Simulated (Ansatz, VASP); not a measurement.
LiSb7 in VASP and in Ansatz

File INCAR:

```
PREC = Accurate
ENCUT = 520
EDIFF = 1E-6
ISMEAR = 0
SIGMA = 0.1
LREAL = F
LASPH = T
NELM = 100
ALGO = Normal
ISIF = 2
LWAVE = F
LCHARG = F
GGA = PE
NBANDS = 29
```

Contents of KPOINTS:

```
Automatic mesh
0
Gamma
  3 3 4
```

The input POSCAR:

```
LiSb7
1.0
    7.4365469900      0.0000000000      0.0000000000
   -3.7182734900      6.4402386100      0.0000000000
    0.0000000000      0.0000000000      5.8397759100
Li Sb
1 7
Direct
    0.0000000000      0.0000000000      0.5000000000
    0.9995104700      0.4997552300      0.5000000000
    0.5002447700      0.4997552300      0.5000000000
    0.5002447700      0.0004895300      0.5000000000
    0.1621232000      0.3242464100      0.0000000000
    0.1621232000      0.8378768000      0.0000000000
    0.6757535900      0.8378768000      0.0000000000
    0.6666666700      0.3333333300      0.0000000000
```

Input for Ansatz:

```yaml
crystal:
  lattice:
    - [7.43654699, 0.0, 0.0]
    - [-3.71827349, 6.44023861, 0.0]
    - [0.0, 0.0, 5.83977591]
  atoms:
    - { symbol: Li, position: [0.0, 0.0, 0.5] }
    - { symbol: Sb, position: [0.99951047, 0.49975523, 0.5] }
    - { symbol: Sb, position: [0.50024477, 0.49975523, 0.5] }
    - { symbol: Sb, position: [0.50024477, 0.00048953, 0.5] }
    - { symbol: Sb, position: [0.1621232, 0.32424641, 0.0] }
    - { symbol: Sb, position: [0.1621232, 0.8378768, 0.0] }
    - { symbol: Sb, position: [0.67575359, 0.8378768, 0.0] }
    - { symbol: Sb, position: [0.66666667, 0.33333333, 0.0] }
basis:
  ecutwfc: 420
kpoints:
  mp_grid: { grid: [3, 3, 4] }
hamiltonian:
  xc: pbe
scf:
  occupations: { method: gaussian, width: 0.1 }
  lower_state_search: "off"
output:
  forces: true
  stress: true
  eigenvalues: true
```

Change from the starting cell: species swapped into the Mg7Zn type (P-6m2, No. 187).

Alike in both runs: task single point; functional PBE; k mesh 3 × 3 × 4; occupations gaussian, width 0.1 eV; no spin polarisation.

```csv
,VASP,Ansatz
version,VASP 6.6.1,Ansatz 0.2.0
potentials or method,"VASP PAW PBE potentials, release 64 (Li_sv, Sb), cutoff 520 eV","scalar-relativistic, plane waves, PAW"
valence electrons in the cell,38,108
```

VASP gave:

```
gap on the k mesh at the Fermi level (eV) : none
rms of the force components (eV/Å)        : 0.069
```

Which values does Ansatz return?

gap on the k mesh at the Fermi level (eV): none; rms of the force components (eV/Å): 0.068.

Atom by atom the forces differ by 0.001 eV/Å (rms over components). A gap of «none» marks a metal or a gap that the smearing closes. VASP's potentials hold 38 valence electrons a cell and Ansatz's 108, so a difference there can come from the potentials and not from the codes.

Spin-orbit coupling is off throughout. Noted on VASP's run: the cutoff is short for stress, so the pressure is rough.
